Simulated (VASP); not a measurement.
A run of VASP 6.6.1:

The input INCAR:

```
SYSTEM = CoW3
ALGO = Fast
EDIFF = 1E-6
ENCUT = 520
GGA = PS
ISIF = 2
ISMEAR = 0
LASPH = .TRUE.
LCHARG = .FALSE.
LREAL = .FALSE.
LWAVE = .FALSE.
NBANDS = 34
NELM = 60
PREC = Accurate
SIGMA = 0.15
```

Contents of KPOINTS:

```
k-points
0
G
  12 12 12
  0 0 0
```

File POSCAR:

```
CoW3
1.0
    3.7617888524      0.0000000000      0.0000000000
    0.0000000000      3.7617888524      0.0000000000
    0.0000000000      0.0000000000      3.6653327280
Co W
1 3
Direct
    0.0000000000      0.0000000000      0.0000000000
    0.0000000000      0.5000000000      0.5000000000
    0.5000000000      0.0000000000      0.5000000000
    0.5000000000      0.5000000000      0.0000000000
```

Potentials or basis: VASP PAW PBE potentials, release 64 (Co, W_sv).

Launch:

```console
$ cat potpaw_PBE.64/Co/POTCAR potpaw_PBE.64/W_sv/POTCAR > POTCAR
$ mpirun -np 1 vasp_std > vasp.out
```

Hardware: 1 thread of Intel(R) Xeon(R) 6975P-C (Granite Rapids), with other jobs on the host.

Problem. Estimate the wall time of this run.

Solution. Wall time 5.8 min on 1 thread of Intel(R) Xeon(R) 6975P-C (Granite Rapids), on a shared host, peak memory 0.37 GiB. Counts: scf iterations 18, k points 196.
